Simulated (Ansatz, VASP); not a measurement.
**One calculation of Ni, two programs**

File INCAR:

```
ALGO = Normal
EDIFF = 1E-6
ENCUT = 520
GGA = PS
ISIF = 2
ISMEAR = -1
ISPIN = 2
LASPH = True
LCHARG = False
LMAXMIX = 4
LORBIT = 11
LREAL = False
LWAVE = False
MAGMOM = 1.5 1.5
NBANDS = 21
NELM = 150
PREC = Accurate
SIGMA = 0.1
```

Contents of KPOINTS:

```
k-points
0
Gamma
  13 13 7
```

File POSCAR:

```
Ni
1.0
    2.4065230676      0.0000000000      0.0000000000
   -1.2032610423      2.0841100061      0.0000000000
    0.0000000000      0.0000000000      4.0037640176
Ni
2
Direct
    0.3333333333      0.6666666667      0.2500000000
    0.6666666667      0.3333333333      0.7500000000
```

Input for Ansatz:

```yaml
crystal:
  lattice:
    - [2.4065230675535028, 0.0, 0.0]
    - [-1.203261042252965, 2.0841100060607287, 0.0]
    - [0.0, 0.0, 4.003764017624199]
  atoms:
    - { symbol: Ni, position: [0.3333333333333333, 0.6666666666666666, 0.25], spin: 1.5 }
    - { symbol: Ni, position: [0.6666666666666666, 0.3333333333333333, 0.75], spin: 1.5 }
basis:
  ecutwfc: 500.0
kpoints:
  mp_grid:
    grid: [13, 13, 7]
hamiltonian:
  xc: pbesol
  pseudopotentials:
    kind: paw
magnetization:
  spin_polarized: true
scf:
  occupations:
    method: fermi_dirac
    width: 0.1
output:
  stress: true
```

Alike in both runs: task single point; functional PBEsol; k mesh 13 × 13 × 7; occupations fermi-dirac, width 0.1 eV; collinear spin.

|  | VASP | Ansatz |
| --- | --- | --- |
| version | VASP 6.6.1 | Ansatz 0.2.0 |
| potentials or method | VASP PAW PBE potentials, release 64 (Ni), cutoff 520 eV | plane waves, PAW |
| valence electrons in the cell | 20 | 36 |

|  | VASP | Ansatz | Ansatz less VASP |
| --- | --- | --- | --- |
| pressure (GPa) | 9.2 | 9.5 | +0.29 |
| traceless stress, the component that is largest in VASP (GPa) | -2.96 | -2.96 | 0.000 |
| net moment per atom (μB) | 0.60 | 0.61 | +0.010 |
| size of the moment on the site where the two differ most (μB) | 0.60 | 0.64 | +0.039 |

VASP's potentials were made for PBE, not for PBEsol. Site moments also hang on the region over which each program counts them. VASP's potentials hold 20 valence electrons a cell and Ansatz's 36, so a difference there can come from the potentials and not from the codes.
